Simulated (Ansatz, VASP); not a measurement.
## One calculation of InAs, two programs

```
In As
1.0
     0.00000    3.05476    3.05476
     3.05476    0.00000    3.05476
     3.05476    3.05476    0.00000
In As
1 1
Cartesian
  0.0000 0.0000 0.0000
  4.5821 4.5821 4.5821
```

Alike in both runs: functional r2SCAN; k mesh 10 × 10 × 10; occupations fermi-dirac, width 0.1 eV; no spin polarisation.

Ansatz relaxed the structure, and its values are those at the end. VASP's run is a single point on that final structure, the one shown.

```csv
,VASP,Ansatz
version,VASP 6.6.1,Ansatz 0.2.0
potentials or method,"VASP PAW PBE potentials, release 64 (In_d, As)","PAW with Ansatz's default frozen-core files, scalar-relativistic"
plane-wave cutoff (eV),520,500
valence electrons in the cell,18,28
```

|  | VASP | Ansatz | Ansatz less VASP |
| --- | --- | --- | --- |
| pressure (GPa) | 0.0 | 0.0 | 0.00 |

VASP's potentials were made for PBE, not for r2SCAN. With one functional, cell and mesh, what is left measures potentials, basis and numerics. VASP's potentials hold 18 valence electrons a cell and Ansatz's 28, so a difference there can come from the potentials and not from the codes.
